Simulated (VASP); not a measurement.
# Sb (Fm-3m) in VASP: notebook, part 2 of 2

VASP 6.6.1.

## (3) Relaxation of cell and atoms, PBE, target pressure 8.4 GPa, at which the enthalpy is minimised

Input file INCAR:

```
  PREC = Accurate
  ENCUT = 600
  EDIFF = 1E-6
  ISMEAR = -1
  SIGMA = 0.1
  LREAL = False
  LASPH = True
  NELM = 80
  ALGO = Normal
  ISIF = 3
  LWAVE = False
  LCHARG = False
  GGA = PE
  IBRION = 2
  NSW = 60
  EDIFFG = -0.005
  PSTRESS = 84.0
```

Input file KPOINTS:

```
regular mesh
0
Gamma
  14 14 14
```

Input file POSCAR:

```
Sb
1.0
    0.0000000000      2.3084406308      2.3084406308
    2.3084406308      0.0000000000      2.3084406308
    2.3084406308      2.3084406308      0.0000000000
Sb
1
Direct
    0.0000000000      0.0000000000      0.0000000000
```

Potentials or basis: VASP PAW PBE potentials, release 64 (Sb).

Command:

```console
cat potpaw_PBE.64/Sb/POTCAR > POTCAR
mpirun -np 1 vasp_std > vasp.out
```

OUTCAR:

```text
PREC = Accurate
   ENCUT = 600
   EDIFF = 1E-6
   ISMEAR = -1
   LREAL = False
   LASPH = True
   NELM = 80
   ISIF = 3
   GGA = PE
   IBRION = 2
   NSW = 60
   EDIFFG = -0.005
   PSTRESS = 84.0

 ion  position               nearest neighbor table
   1  0.000  0.000  0.000-

  LATTYP: Found a face centered cubic cell.
 ALAT       =     4.6168812616

  Lattice vectors:

 A1 = (   0.0000000000,   2.3084406308,   2.3084406308)
 A2 = (   2.3084406308,   0.0000000000,   2.3084406308)
 A3 = (   2.3084406308,   2.3084406308,   0.0000000000)

Analysis of symmetry for initial positions (statically):
=====================================================================
 Subroutine PRICEL returns:
 Original cell was already a primitive cell.

 Routine SETGRP: Setting up the symmetry group for a
 face centered cubic supercell.

 Subroutine GETGRP returns: Found 48 space group operations
 (whereof 48 operations were pure point group operations)
 out of a pool of 48 trial point group operations.

The static configuration has the point symmetry O_h .

Analysis of symmetry for dynamics (positions and initial velocities):
=====================================================================
 Subroutine PRICEL returns:
 Original cell was already a primitive cell.

 Routine SETGRP: Setting up the symmetry group for a
 face centered cubic supercell.

 Subroutine GETGRP returns: Found 48 space group operations
 (whereof 48 operations were pure point group operations)
 out of a pool of 48 trial point group operations.

The dynamic configuration has the point symmetry O_h .

 Subroutine INISYM returns: Found 48 space group operations
 (whereof 48 operations are pure point group operations),
 and found     1 'primitive' translations

[... 113 lines left out ...]
  volume/ion in A,a.u.               =      24.60       166.03
  Fermi-wavevector in a.u.,A,eV,Ry     =   0.962505  1.818870 12.604641  0.926415
  Thomas-Fermi vector in A             =   2.091969
   LORBIT       =      0    0 simple, 1 ext, 2 COOP (PROOUT), +10 PAW based schemes
   GGA     = PE    functional components
   LHFCALC =     F    Hartree Fock is set to
   AEXX    =    0.0000 exact exchange contribution
   IVDW    =     0    specifies the selected vdW correction
   LEPSILON=     F    determine dielectric tensor
   LRPA    =     F    only Hartree local field effects (RPA)
 conjugate gradient relaxation of ions
 non-spin polarized calculation
  energy-cutoff  :      600.00
  volume of cell :       24.60
 maximum number of plane-waves:       869
 NGX is ok and might be reduce to    28
   NGX = 13   NGY = 13   NGZ = 13

--------------------------------------- Ionic step        1  -------------------------------------------

 number of electron       5.0000000 magnetization

 Free energy of the ion-electron system (eV)
  ---------------------------------------------------
  ext. energy  EPLUGINS =         0.00000000
  ---------------------------------------------------
  free energy    TOTEN  =        -3.76388940 eV

  energy without entropy =       -3.73882053  energy(sigma->0) =       -3.75135496

------------------------ aborting loop because EDIFF is reached ----------------------------------------

  FORCE on cell =-STRESS in cart. coord.  units (eV):
  Direction    XX          YY          ZZ          XY          YZ          ZX
  --------------------------------------------------------------------------------------
  -------------------------------------------------------------------------------------
  Total        1.2656563      1.2656563      1.2656563      0.0000000      0.0000000     -0.0000000
  in kB       82.4214495     82.4214495     82.4214495      0.0000000      0.0000000     -0.0000000
  external PRESSURE =      -1.5785505 kB  Pullay stress =      84.0000000 kB
[... 61 lines left out ...]
--------------------------------------- Ionic step        3  -------------------------------------------

 number of electron       5.0000000 magnetization

 Free energy of the ion-electron system (eV)
  ---------------------------------------------------
  ext. energy  EPLUGINS =         0.00000000
  ---------------------------------------------------
  free energy    TOTEN  =        -3.76178364 eV

  energy without entropy =       -3.73676030  energy(sigma->0) =       -3.74927197

 E-fermi :   9.8097     XC(G=0): -10.6415

 val. band max:        9.8026003662   @ k =   0.5000   0.4286   0.0714
 cond. band min:       9.8698290603   @ k =   0.4286   0.3571   0.0000
 fundamental gap:      0.0672286940
 Fermi energy:         9.8097091969

 k-point     1 :       0.0000    0.0000    0.0000
  band No.  band energies     occupation
      1      -3.9087      2.00000
      2      15.8012      0.00000
      3      15.8012      0.00000
      4      15.8012      0.00000
      5      19.9953      0.00000
      6      20.0367      0.00000
[... 199 lines left out ...]
 k-point    24 :       0.2857    0.1429    0.0000
  band No.  band energies     occupation
      1      -2.3036      2.00000
      2       9.6074      1.76644
      3      12.8748      0.00000
      4      13.3270      0.00000
      5      17.1384      0.00000
      6      18.9049      0.00000

 [... further k-points ...]
[... 5 lines left out ...]
  --------------------------------------------------------------------------------------
  -------------------------------------------------------------------------------------
  Total        1.2880887      1.2880887      1.2880887     -0.0000000     -0.0000000     -0.0000000
  in kB       84.0207882     84.0207882     84.0207882     -0.0000000     -0.0000000     -0.0000000
  external PRESSURE =       0.0207882 kB  Pullay stress =      84.0000000 kB
[... 20 lines left out ...]
  energy  without entropy=       -3.7367603035  energy(sigma->0) =       -3.74927197

  enthalpy is  TOTEN    =        -2.4740136075 eV   P V=        1.2877700372

 reached required accuracy - stopping structural energy minimisation
```

OSZICAR:

```text
N       E                     dE             d eps       ncg     rms          rms(c)
DAV:   1     0.105303326755E+02    0.10530E+02   -0.18346E+03  1254   0.630E+02
DAV:   2    -0.353136537711E+01   -0.14062E+02   -0.13503E+02  1812   0.828E+01
DAV:   3    -0.376800259444E+01   -0.23664E+00   -0.23562E+00  1464   0.113E+01
[... 13 lines left out ...]
       N       E                     dE             d eps       ncg     rms          rms(c)
DAV:   1    -0.376180413924E+01   -0.24379E-02   -0.64578E-04  1392   0.150E-01    0.213E-02
DAV:   2    -0.376179140563E+01    0.12734E-04   -0.90562E-06  1326   0.261E-02    0.119E-02
DAV:   3    -0.376178362093E+01    0.77847E-05   -0.11482E-05  1332   0.202E-02    0.375E-03
DAV:   4    -0.376178364468E+01   -0.23751E-07   -0.60204E-08   708   0.275E-03
   3 F= -.24740136E+01 E0= -.24615019E+01  d E =-.206027E-04
```

Run time: 23 s. Hardware: 1 thread of Intel Xeon 6975P-C, shared host; peak memory 0.17 GiB.

What came out:

```yaml
Free_energy: -3.7618 eV
Relaxed_volume: 24.56 Å³/atom
Relaxed_cell: a = 3.263 Å, b = 3.263 Å, c = 3.263 Å, α = 60.00°, β = 60.00°, γ = 60.00°
Space_group_after_relaxing_to_0.05_Å: Fm-3m (No. 225)
Energy_change_on_relaxing_the_enthalpy_is_what_falls: +2.1 meV/atom
Ionic_steps: 3
Pressure_after_relaxing: 8.4 GPa
```

Step by step:
| step | energy change (eV) | largest force (eV/Å) | pressure (GPa) | volume (Å³) |
| --- | --- | --- | --- | --- |
| 1 | 0.0000 | 0.0000 | 8.24 | 24.60 |
| 2 | 0.0045 | 0.0000 | 8.58 | 24.52 |
| 3 | 0.0021 | 0.0000 | 8.40 | 24.56 |

Final structure:
```xyz
1
Lattice="0.0000 2.3072 2.3072 2.3072 0.0000 2.3072 2.3072 2.3072 0.0000" Properties=species:S:1:pos:R:3 pbc="T T T"
Sb    0.0000    0.0000    0.0000
```

Caveat: the cell is relaxed towards a set pressure, so the enthalpy falls and the energy may rise; spin-orbit coupling is left out, which moves the levels of the heavy elements.

## (4) Relaxation of cell and atoms, PBE, target pressure 8.4 GPa, at which the enthalpy is minimised

Input file INCAR:

```
SYSTEM = Sb
PREC     = Accurate       ! precision mode
ENCUT    = 600            ! plane-wave cutoff, eV
EDIFF    = 1E-6           ! SCF threshold, eV
ISMEAR   = -1             ! smearing method
SIGMA    = 0.1            ! smearing width, eV
LREAL    = .False.        ! projectors in reciprocal space
LASPH    = .True.         ! aspherical terms in the spheres
NELM     = 80             ! most SCF steps
ALGO     = Normal         ! electronic algorithm
ISIF     = 3              ! what is computed and relaxed
LWAVE    = .False.        ! write WAVECAR
LCHARG   = .False.        ! write CHGCAR
GGA      = PE             ! functional
IBRION   = 2              ! ionic algorithm
NSW      = 32             ! ionic steps
EDIFFG   = -0.005         ! ionic threshold
PSTRESS  = 84.0
```

Input file KPOINTS:

```
Automatic mesh
0
Gamma
  14 14 14
  0 0 0
```

POSCAR is that of step 3.

Command:

```console
cat potpaw_PBE.64/Sb/POTCAR > POTCAR
mpirun -np 1 vasp_std > vasp.out
```

It took 31 s on 1 thread of Intel Xeon 6975P-C, shared host; peak memory 0.17 GiB.

Results (log left out):

| Property | Result |
| --- | --- |
| Free energy | -3.7618 eV |
| Relaxed volume | 24.56 Å³/atom |
| Relaxed cell | a = 3.263 Å, b = 3.263 Å, c = 3.263 Å, α = 60.00°, β = 60.00°, γ = 60.00° |
| Space group after relaxing (to 0.05 Å) | Fm-3m (No. 225) |
| Energy change on relaxing (the enthalpy is what falls) | +2.1 meV/atom |
| Ionic steps | 3 |
| Pressure after relaxing | 8.4 GPa |

The path:
| step | energy change (eV) | largest force (eV/Å) | pressure (GPa) | volume (Å³) |
| --- | --- | --- | --- | --- |
| 1 | 0.0000 | 0.0000 | 8.24 | 24.60 |
| 2 | 0.0045 | 0.0000 | 8.58 | 24.52 |
| 3 | 0.0021 | 0.0000 | 8.40 | 24.56 |

Final structure:
```
CELL_PARAMETERS angstrom
0.00000 2.30717 2.30717
2.30717 0.00000 2.30717
2.30717 2.30717 0.00000
ATOMIC_POSITIONS crystal
Sb 0.00000 0.00000 0.00000
```

Levels at points of the mesh, in eV from the Fermi level:
```tsv
k point	band 1	band 2	band 3	band 4	band 5	band 6
(0.00, 0.00, 0.00)	-13.72	5.99	5.99	5.99	10.19	10.23
(0.50, 0.00, 0.00)	-9.43	-6.47	4.06	4.06	8.76	9.30
(0.50, 0.50, 0.00)	-7.53	-5.47	0.36	0.36	4.21	4.53
```

Caveat: the cell is relaxed towards a set pressure, so the enthalpy falls and the energy may rise; spin-orbit coupling is left out, which moves the levels of the heavy elements.

## (5) Single point, PBE (volume scaled by 0.895, to set the pressure)

Input file INCAR:

```
SYSTEM = Sb
PREC = Accurate ; ENCUT = 500
EDIFF = 1E-6 ; ISMEAR = -1
SIGMA = 0.1 ; LREAL = .FALSE.
LASPH = .TRUE. ; NELM = 120
ALGO = Normal ; ISIF = 2
LWAVE = .FALSE. ; LCHARG = .FALSE.
GGA = PE ; NBANDS = 8
GGA_COMPAT = .FALSE.
```

Input file KPOINTS:

```
regular mesh
0
G
  14 14 14
  0 0 0
```

POSCAR is that of step 4.

Command:

```console
cat potpaw_PBE.64/Sb/POTCAR > POTCAR
mpirun -np 1 vasp_std > vasp.out
```

Run time: 17 s. Hardware: 1 thread of AMD EPYC 9R45 (Zen 5), shared host; peak memory 0.12 GiB.

Results (log left out):

* Free energy: -3.7638 eV
* Pressure: 8.2 GPa

Levels at points of the mesh, in eV from the Fermi level:
```
           k point  band 1  band 2  band 3  band 4  band 5  band 6
(0.00, 0.00, 0.00)  -13.70    5.98    5.98    5.98   10.19   10.22
(0.50, 0.00, 0.00)   -9.43   -6.45    4.05    4.05    8.75    9.29
(0.50, 0.50, 0.00)   -7.53   -5.46    0.36    0.36    4.20    4.53
```

Caveat: the cell differs from its parent crystal (volume scaled by 0.895, to set the pressure); spin-orbit coupling is left out, which moves the levels of the heavy elements.

## (6) Single point, PBE

This run uses another cell than the first one, of 27.49 Å³/atom, 1.117 times its volume.

Input file INCAR:

```
PREC     = Accurate       # precision mode
ENCUT    = 500            # plane-wave cutoff, eV
EDIFF    = 1E-6           # SCF threshold, eV
ISMEAR   = -1             # smearing method
SIGMA    = 0.1            # smearing width, eV
LREAL    = F              # projectors in reciprocal space
LASPH    = T              # aspherical terms in the spheres
NELM     = 120            # most SCF steps
ALGO     = Normal         # electronic algorithm
ISIF     = 2              # what is computed and relaxed
LWAVE    = F              # write WAVECAR
LCHARG   = F              # write CHGCAR
GGA      = PE             # functional
NBANDS   = 8              # bands
GGA_COMPAT= F
```

Input file KPOINTS:

```
Automatic mesh
0
Gamma
  14 14 14
```

Input file POSCAR:

```
Sb
1.0
    0.0000000000      2.3953980845      2.3953980845
    2.3953980845      0.0000000000      2.3953980845
    2.3953980845      2.3953980845      0.0000000000
Sb
1
Direct
    0.0000000000      0.0000000000      0.0000000000
```

Potentials or basis: VASP PAW PBE potentials, release 64 (Sb).

Command:

```console
cat potpaw_PBE.64/Sb/POTCAR > POTCAR
mpirun -np 1 vasp_std > vasp.out
```

It took 24 s on 1 thread of AMD EPYC 9R45 (Zen 5), shared host; peak memory 0.13 GiB.

Results (log left out):

```
Free energy : -3.8293 eV
Pressure    : -0.1 GPa
```

Levels at points of the mesh, in eV from the Fermi level:
```tsv
k point	band 1	band 2	band 3	band 4	band 5	band 6	band 7
(0.00, 0.00, 0.00)	-12.81	5.12	5.12	5.12	9.84	9.84	9.84
(0.50, 0.00, 0.00)	-9.17	-5.73	3.49	3.49	8.00	9.00	9.00
(0.50, 0.50, 0.00)	-7.61	-4.86	0.33	0.33	4.08	4.57	17.36
```

Caveat: spin-orbit coupling is left out, which moves the levels of the heavy elements.

## (7) Overview

```tsv
task	cell	cutoff (eV)	gap on the mesh (eV)	pressure (GPa)
single point	a = 3.265 Å, angles 60.0°, 1 atom	520	none	8.2
relaxation of cell and atoms	relaxed to 8.4 GPa from a = 3.265 Å, angles 60.0°, 1 atom	600	none	8.4
single point	a = 3.265 Å, angles 60.0°, 1 atom	500	none	8.2
single point	a = 3.388 Å, angles 60.0°, 1 atom	500	none	-0.1
```

Alike in all rows: level PBE; potentials or basis VASP PAW PBE potentials, release 64 (Sb); no spin polarisation; k mesh 14 × 14 × 14; smearing fermi-dirac 0.1 eV.

Caveats: spin-orbit coupling is left out, which moves the levels of the heavy elements; the cell is relaxed towards a set pressure, so the enthalpy falls and the energy may rise (some runs).

Total energies depend on the potentials used, so only differences within one code and one set of settings carry meaning.
